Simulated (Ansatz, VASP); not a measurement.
**One calculation of Ga, two programs**

Contents of INCAR:

```
SYSTEM = Ga
PREC = Accurate
ENCUT = 600
EDIFF = 1E-6
ISMEAR = -1
SIGMA = 0.08
LREAL = .FALSE.
LASPH = .TRUE.
NELM = 60
ALGO = Normal
ISIF = 3
LWAVE = .FALSE.
LCHARG = .FALSE.
GGA = PS
IBRION = 2
NSW = 60
EDIFFG = -0.005
```

File KPOINTS:

```
Automatic mesh
0
G
  13 13 13
  0 0 0
```

POSCAR

```
Ga
1.0
    0.0000000000      2.8744485395      2.8744485395
    2.8744485395      0.0000000000      2.8744485395
    2.8744485395      2.8744485395      0.0000000000
Ga
2
Direct
   -0.1250000000     -0.1250000000     -0.1250000000
    0.1250000000      0.1250000000      0.1250000000
```

Input for Ansatz:

```yaml
crystal:
  lattice:
    - [0.0, 2.8744485395, 2.8744485395]
    - [2.8744485395, 0.0, 2.8744485395]
    - [2.8744485395, 2.8744485395, 0.0]
  atoms:
    - { symbol: Ga, position: [-0.125, -0.125, -0.125] }
    - { symbol: Ga, position: [0.125, 0.125, 0.125] }
kpoints:
  mp_grid: { grid: [13, 13, 13] }
scf:
  occupations: { method: fermi_dirac, width: 0.08 }
hamiltonian:
  xc: pbesol
  pseudopotentials: { kind: paw }
output:
  forces: true
  stress: true
  write_density: true
  write_potential: true
  elf: true
  volumetric_format: npy
relax:
  f_tol: 0.005
  max_steps: 40
  cell: {}
```

Alike in both runs: task relaxation of cell and atoms; functional PBEsol; k mesh 13 × 13 × 13; occupations fermi-dirac, width 0.08 eV; no spin polarisation.

```csv
,VASP,Ansatz
version,VASP 6.6.1,Ansatz 0.2.0
potentials or method,"VASP PAW PBE potentials, release 64 (Ga_d)","PAW with Ansatz's default frozen-core files, scalar-relativistic"
plane-wave cutoff (eV),600,420
valence electrons in the cell,26,26
```

```csv
,VASP,Ansatz,Ansatz less VASP
relaxed volume (Å³/atom),23.90,23.90,-0.007
relaxed cell length with the largest relative difference (Å),4.074,4.073,-0.0004
```

VASP's potentials were made for PBE, not for PBEsol.
